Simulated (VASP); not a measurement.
Here is a VASP 6.6.1 calculation.

File INCAR:

```
SYSTEM = SiC
PREC     = Accurate       ! precision mode
ENCUT    = 520            ! plane-wave cutoff, eV
EDIFF    = 1E-6           ! SCF threshold, eV
ISMEAR   = -1             ! smearing method
SIGMA    = 0.05           ! smearing width, eV
LREAL    = .False.        ! projectors in reciprocal space
LASPH    = .True.         ! aspherical terms in the spheres
NELM     = 60             ! most SCF steps
ALGO     = Normal         ! electronic algorithm
ISIF     = 2              ! what is computed and relaxed
LWAVE    = .False.        ! write WAVECAR
LCHARG   = .False.        ! write CHGCAR
NBANDS   = 36             ! bands
```

File KPOINTS:

```
Automatic mesh
0
Gamma
  10 10 2
  0 0 0
```

The input POSCAR:

```
SiC
1.0
    3.0950000000      0.0000000000      0.0000000000
   -1.5475000000      2.6803486247      0.0000000000
    0.0000000000      0.0000000000     15.1700000000
Si C
6 6
Direct
    0.6666666667      0.3333333333      0.4583000000
    0.3333333333      0.6666666667      0.9583000000
    0.6666666667      0.3333333333      0.7917000000
    0.3333333333      0.6666666667      0.2917000000
    0.0000000000      0.0000000000      0.6250000000
    0.0000000000      0.0000000000      0.1250000000
    0.6666666667      0.3333333333      0.3333000000
    0.3333333333      0.6666666667      0.8333000000
    0.6666666667      0.3333333333      0.6667000000
    0.3333333333      0.6666666667      0.1667000000
    0.0000000000      0.0000000000      0.5000000000
    0.0000000000      0.0000000000      0.0000000000
```

Potentials or basis: VASP PAW LDA potentials, release 64 (Si, C).

The run is started by

```console
$ cat potpaw_LDA.64/Si/POTCAR potpaw_LDA.64/C/POTCAR > POTCAR
$ mpirun -np 1 vasp_std > vasp.out
```

What does it give for the pressure?

-6.9 GPa.

What does it give for the largest force?

0.144 eV/Å.

Stress tensor (GPa, compression positive):
```
-7.16  0.00  0.00
 0.00 -7.16  0.00
 0.00  0.00 -6.36
```
